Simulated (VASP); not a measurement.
# Bi in VASP: further runs, part 3 of 3

VASP 6.6.1.

### Step 5. Single point, LDA

This run uses another cell than the first one.

Input file INCAR:

```
ALGO = Normal
DIPOL = 0.5 0.5 0.500
EDIFF = 1E-7
ENCUT = 520
GGA = CA
IDIPOL = 3
ISIF = 2
ISMEAR = 0
LASPH = True
LCHARG = False
LDIPOL = True
LREAL = False
LWAVE = False
NBANDS = 22
NELM = 80
PREC = Accurate
SIGMA = 0.02
```

Input file KPOINTS:

```
k-points
0
Gamma
  9 9 1
```

Input file POSCAR:

```
Bi
1.0
    4.4190000000      0.0000000000      0.0000000000
   -2.2095000000      3.8269662593      0.0000000000
    0.0000000000      0.0000000000     28.0000000000
Bi
2
Direct
    0.3333333333      0.6666666667      0.5131250000
    0.6666666667      0.3333333333      0.4868750000
```

Potentials or basis: VASP PAW LDA potentials, release 64 (Bi_d).

On the command line:

```sh
$ cat potpaw_LDA.64/Bi_d/POTCAR > POTCAR
$ mpirun -np 1 vasp_std > vasp.out
```

OUTCAR:

```text
EDIFF = 1E-7
   ENCUT = 520
   GGA = CA
   ISIF = 2
   ISMEAR = 0
   LASPH = True
   LREAL = False
   NELM = 80
   PREC = Accurate

 ion  position               nearest neighbor table
   1  0.333  0.667  0.513-   2 2.66   2 2.66   2 2.66
   2  0.667  0.333  0.487-   1 2.66   1 2.66   1 2.66

  LATTYP: Found a hexagonal cell.
 ALAT       =     4.4190000000
 C/A-ratio  =     6.3362751754

  Lattice vectors:

 A1 = (   4.4190000000,   0.0000000000,   0.0000000000)
 A2 = (  -2.2095000000,   3.8269662593,   0.0000000000)
 A3 = (   0.0000000000,   0.0000000000,  28.0000000000)

Analysis of symmetry for initial positions (statically):
=====================================================================
 Subroutine PRICEL returns:
 Original cell was already a primitive cell.

 Routine SETGRP: Setting up the symmetry group for a
 hexagonal supercell.

 Subroutine GETGRP returns: Found 12 space group operations
 (whereof 12 operations were pure point group operations)
 out of a pool of 24 trial point group operations.

The static configuration has the point symmetry D_3d.

Analysis of symmetry for dynamics (positions and initial velocities):
=====================================================================
 Subroutine PRICEL returns:
 Original cell was already a primitive cell.

 Routine SETGRP: Setting up the symmetry group for a
 hexagonal supercell.

 Subroutine GETGRP returns: Found 12 space group operations
 (whereof 12 operations were pure point group operations)
 out of a pool of 24 trial point group operations.

The dynamic configuration has the point symmetry D_3d.

 Subroutine INISYM returns: Found 12 space group operations
 (whereof 12 operations are pure point group operations),
 and found     1 'primitive' translations

----------------------------------------------------------------------------------------

                                     Primitive cell

  volume of cell :     473.5182

  direct lattice vectors                    reciprocal lattice vectors
     4.419000000  0.000000000  0.000000000     0.226295542  0.130651792  0.000000000
    -2.209500000  3.826966259  0.000000000     0.000000000  0.261303584  0.000000000
     0.000000000  0.000000000 28.000000000     0.000000000  0.000000000  0.035714286

  length of vectors
     4.419000000  4.419000000 28.000000000     0.261303584  0.261303584  0.035714286

  position of ions in fractional coordinates (direct lattice)
     0.333333333  0.666666667  0.513125000
     0.666666667  0.333333333  0.486875000

  ion indices of the primitive-cell ions
   primitive index   ion index
                 1           1
                 2           2

----------------------------------------------------------------------------------------

 KPOINTS: k-points

Automatic generation of k-mesh.
 Grid dimensions read from file:
 generate k-points for:    9    9    1

 Generating k-lattice:

  Cartesian coordinates                     Fractional coordinates (reciprocal lattice)
     0.025143949  0.014516866  0.000000000     0.111111111  0.000000000  0.000000000
     0.000000000  0.029033732  0.000000000     0.000000000  0.111111111  0.000000000
     0.000000000  0.000000000  0.035714286     0.000000000  0.000000000  1.000000000

  Length of vectors
     0.029033732  0.029033732  0.035714286

  Shift w.r.t. Gamma in fractional coordinates (k-lattice)
     0.000000000  0.000000000  0.000000000

 Subroutine IBZKPT returns following result:
 ===========================================

 Found     12 irreducible k-points:

 Following reciprocal coordinates:
            Coordinates               Weight
  0.000000  0.000000  0.000000      1.000000
  0.111111  0.000000  0.000000      6.000000
  0.222222  0.000000  0.000000      6.000000
  0.333333  0.000000  0.000000      6.000000
  0.444444  0.000000  0.000000      6.000000
  0.111111  0.111111  0.000000      6.000000
  0.222222  0.111111  0.000000     12.000000
  0.333333  0.111111  0.000000     12.000000
  0.444444  0.111111  0.000000      6.000000
  0.222222  0.222222  0.000000      6.000000
  0.333333  0.222222  0.000000     12.000000
  0.333333  0.333333  0.000000      2.000000
   k-points           NKPTS =     12   k-points in BZ     NKDIM =     12   number of bands    NBANDS=     22
   number of dos      NEDOS =    301   number of ions     NIONS =      2
   total plane-waves  NPLWV = 272160
   dimension x,y,z NGX =    36 NGY =   36 NGZ =  210
   dimension x,y,z NGXF=    72 NGYF=   72 NGZF=  420
   ions per type =               2
   NGX,Y,Z   is equivalent  to a cutoff of  13.54, 13.54, 12.47 a.u.
   NGXF,Y,Z  is equivalent  to a cutoff of  27.09, 27.09, 24.94 a.u.
 SYSTEM =  unknown system
   PREC   = accura    normal or accurate (medium, high low for compatibility)
   ISTART =      0    job   : 0-new  1-cont  2-samecut
   ICHARG =      2    charge: 1-file 2-atom 10-const
   ISPIN  =      1    spin polarized calculation?
   LNONCOLLINEAR =      F non collinear calculations
   LSORBIT =      F    spin-orbit coupling
   LASPH  =      T    aspherical Exc in radial PAW
   ENCUT  =  520.0 eV  38.22 Ry    6.18 a.u.   8.22  8.22 52.06*2*pi/ulx,y,z
   NELM   =     80;   NELMIN=  2; NELMDL= -5     # of ELM steps
   EDIFF  = 0.1E-06   stopping-criterion for ELM
   LREAL  =      F    real-space projection
   EDIFFG = 0.1E-05   stopping-criterion for IOM
   NSW    =      0    number of steps for IOM
   IBRION =     -1    ionic relax: 0-MD 1-quasi-New 2-CG
   NFREE  =      0    steps in history (QN), initial steepest desc. (CG)
   ISIF   =      2    stress and relaxation
   ISYM   =      2    0-nonsym 1-usesym 2-fastsym
   POTIM  = 0.5000    time-step for ionic-motion
   TEBEG  =    0.0;   TEEND  =   0.0 temperature during run
   PSTRESS=    0.0 pullay stress
   NELECT =      30.0000    total number of electrons
   NUPDOWN=      -1.0000    fix difference up-down
   EMIN   =  10.00;   EMAX   =-10.00  energy-range for DOS
   EFERMI =   0.00;   METHOD = LEGACY
   ISMEAR =     0;   SIGMA  =   0.02  broadening in eV -4-tet -1-fermi 0-gaus
   EFERMI_NEDOS =   21; number of points for ismear=-14 and -15
   IALGO  =     38    algorithm
   IMIX   =      4    mixing-type and parameters
     AMIX     =   0.40;   BMIX     =  1.00
     AMIX_MAG =   1.60;   BMIX_MAG =  1.00
  volume/ion in A,a.u.               =     236.76      1597.73
  Fermi-wavevector in a.u.,A,eV,Ry     =   0.652634  1.233299  5.795145  0.425931
  Thomas-Fermi vector in A             =   1.722617
   LORBIT       =      0    0 simple, 1 ext, 2 COOP (PROOUT), +10 PAW based schemes
   GGA     = CA    functional components
   LHFCALC =     F    Hartree Fock is set to
   AEXX    =    0.0000 exact exchange contribution
   IVDW    =     0    specifies the selected vdW correction
   LEPSILON=     F    determine dielectric tensor
   LRPA    =     F    only Hartree local field effects (RPA)
 non-spin polarized calculation
 Gauss-broadening in eV      SIGMA  =   0.02
  energy-cutoff  :      520.00
  volume of cell :      473.52
 maximum number of plane-waves:     12790
 NGX is ok and might be reduce to    36
   NGX = 17   NGY = 17   NGZ =105

 dipolmoment           0.000000      0.000000      0.000000 electrons x Angstroem

 number of electron      29.9999994 magnetization

 dipolmoment           0.000000      0.000000     -0.000000 electrons x Angstroem

 Free energy of the ion-electron system (eV)
  ---------------------------------------------------
  ext. energy  EPLUGINS =         0.00000000
  ---------------------------------------------------
  free energy    TOTEN  =        -6.35945856 eV

  energy without entropy =       -6.35778689  energy(sigma->0) =       -6.35862272

 E-fermi :  -2.6285     XC(G=0):  -1.8139

 val. band max:       -2.8533419289   @ k =   0.4444   0.0000   0.0000
 cond. band min:      -2.6284845671   @ k =   0.2222   0.1111   0.0000
 fundamental gap:      0.2248573617
 Fermi energy:        -2.6284845671

 k-point     1 :       0.0000    0.0000    0.0000
  band No.  band energies     occupation
      1     -26.3266      2.00000
      2     -26.3266      2.00000
      3     -26.0634      2.00000
      4     -26.0634      2.00000
      5     -25.8916      2.00000
      6     -25.6171      2.00000
[... 274 lines left out ...]
      6     -25.8186      2.00000
[... 14 lines left out ...]
     21       2.9446      0.00000
     22       4.1943      0.00000

------------------------ aborting loop because EDIFF is reached ----------------------------------------

 vacuum level on the upper side and lower side of the slab       (xc-potential included)        -0.006        -0.006

  FORCE on cell =-STRESS in cart. coord.  units (eV):
  Direction    XX          YY          ZZ          XY          YZ          ZX
  --------------------------------------------------------------------------------------
  -------------------------------------------------------------------------------------
  Total       11.5436890     11.5436890      2.2491735     -0.0000000      0.0000000      0.0000000
  in kB       39.0587673     39.0587673      7.6102142     -0.0000000      0.0000000      0.0000000
  external PRESSURE =      28.5759162 kB  Pullay stress =       0.0000000 kB

 VOLUME and BASIS-vectors are now :
 -----------------------------------------------------------------------------
  energy-cutoff  :      520.00
  volume of cell :      473.52
      direct lattice vectors                 reciprocal lattice vectors
     4.419000000  0.000000000  0.000000000     0.226295542  0.130651792  0.000000000
    -2.209500000  3.826966259  0.000000000     0.000000000  0.261303584  0.000000000
     0.000000000  0.000000000 28.000000000     0.000000000  0.000000000  0.035714286

 POSITION                                       TOTAL-FORCE (eV/Angst)
 -----------------------------------------------------------------------------------
     -0.00000      2.55131     14.36750        -0.000000      0.000000      3.104687
      2.20950      1.27566     13.63250         0.000000     -0.000000     -3.104687
 -----------------------------------------------------------------------------------
    total drift:                                0.000000     -0.000000     -0.000000

  FREE ENERGIE OF THE ION-ELECTRON SYSTEM (eV)
  ---------------------------------------------------
  free  energy   TOTEN  =        -6.3594585587 eV

  energy  without entropy=       -6.3577868859  energy(sigma->0) =       -6.35862272

 vacuum level on the upper side and lower side of the slab         1.575         1.575
```

OSZICAR:

```text
N       E                     dE             d eps       ncg     rms          rms(c)
DAV:   1     0.215844274388E+03    0.21584E+03   -0.13519E+04   752   0.987E+02
DAV:   2     0.109428380212E+02   -0.20490E+03   -0.20084E+03   600   0.274E+02
DAV:   3    -0.587299710504E+01   -0.16816E+02   -0.16694E+02   664   0.983E+01
[... 14 lines left out ...]
DAV:  18    -0.635945283076E+01   -0.51325E-05   -0.12039E-07   480   0.203E-03    0.252E-04
DAV:  19    -0.635945713819E+01   -0.43074E-05   -0.13313E-07   474   0.146E-03    0.133E-04
DAV:  20    -0.635945797672E+01   -0.83854E-06   -0.65374E-09   512   0.516E-04    0.634E-05
DAV:  21    -0.635945849437E+01   -0.51765E-06   -0.66520E-09   456   0.334E-04    0.276E-05
DAV:  22    -0.635945855869E+01   -0.64326E-07    0.27259E-09   438   0.265E-04
   1 F= -.63594586E+01 E0= -.63586227E+01  d E =-.167167E-02
```

It took 6.1 min on 1 thread of Intel Xeon 8259CL, shared host; peak memory 0.46 GiB.

What came out:

- Free energy: -6.3595 eV
- Largest force: 3.105 eV/Å
- Band gap on the k mesh: zero (bands 15 and 16 overlap by 0.22 eV)

Forces in eV/Å, atoms in the order of the input:
```
Bi   0.000  0.000  3.105
Bi   0.000  0.000 -3.105
```

Caveat: spin-orbit coupling is left out, which moves the levels of the heavy elements.

### Step 6. Single point, LDA

This run uses another cell than the first one.

Input file INCAR:

```
PREC = Accurate
ENCUT = 520
EDIFF = 1E-6
ISMEAR = 0
SIGMA = 0.02
LREAL = F
LASPH = T
NELM = 100
ALGO = Normal
ISIF = 2
LWAVE = F
LCHARG = F
LDIPOL = T
IDIPOL = 3
DIPOL = 0.5 0.5 0.500
GGA = CA
NBANDS = 22
```

Input file KPOINTS:

```
regular mesh
0
Gamma
  9 9 1
```

Input file POSCAR:

```
Bi
1.0
    4.4190000000      0.0000000000      0.0000000000
   -2.2095000000      3.8269662593      0.0000000000
    0.0000000000      0.0000000000     28.0000000000
Bi
2
Direct
    0.3333333333      0.6666666667      0.5262500000
    0.6666666667      0.3333333333      0.4737500000
```

Potentials or basis: VASP PAW LDA potentials, release 64 (Bi_d).

On the command line:

```sh
$ cat potpaw_LDA.64/Bi_d/POTCAR > POTCAR
$ mpirun -np 1 vasp_std > vasp.out
```

Wall time 4.9 min (1 thread of Intel Xeon 8259CL, shared host); peak memory 0.46 GiB.

Results (log left out):

```yaml
Free_energy: -8.4013 eV
Largest_force: 1.287 eV/Å
```

Forces in eV/Å, atoms in the order of the input:
```
Bi   0.000  0.000  1.287
Bi   0.000  0.000 -1.287
```

Levels at points of the mesh, in eV from the Fermi level:
```csv
k point,band 13,band 14,band 15,band 16,band 17,band 18
"(0.00, 0.00, 0.00)",-0.50,-0.50,-0.03,0.02,2.52,2.52
```

Caveat: spin-orbit coupling is left out, which moves the levels of the heavy elements.

### Step 7. The runs side by side

```tsv
cell	gap on the mesh (eV)	largest force (eV/Å)
a = 4.351, b = 4.351, c = 28.000 Å, angles 90.0, 90.0, 120.0°, 2 atoms, atomic positions A	-	3.66
a = 4.351, b = 4.351, c = 28.000 Å, angles 90.0, 90.0, 120.0°, 2 atoms, atomic positions B	-	1.23
a = 4.351, b = 4.351, c = 28.000 Å, angles 90.0, 90.0, 120.0°, 2 atoms, atomic positions C	none	2.49
a = 4.419, b = 4.419, c = 28.000 Å, angles 90.0, 90.0, 120.0°, 2 atoms, atomic positions D	none	3.10
a = 4.419, b = 4.419, c = 28.000 Å, angles 90.0, 90.0, 120.0°, 2 atoms, atomic positions E	-	1.29
```

Alike in all rows: task single point; level LDA; potentials or basis VASP PAW LDA potentials, release 64 (Bi_d); no spin polarisation; k mesh 9 × 9 × 1; cutoff (eV) 520; smearing gaussian 0.02 eV.

Caveats: spin-orbit coupling is left out, which moves the levels of the heavy elements.

Absolute energies hang on the potentials; compare differences alone.
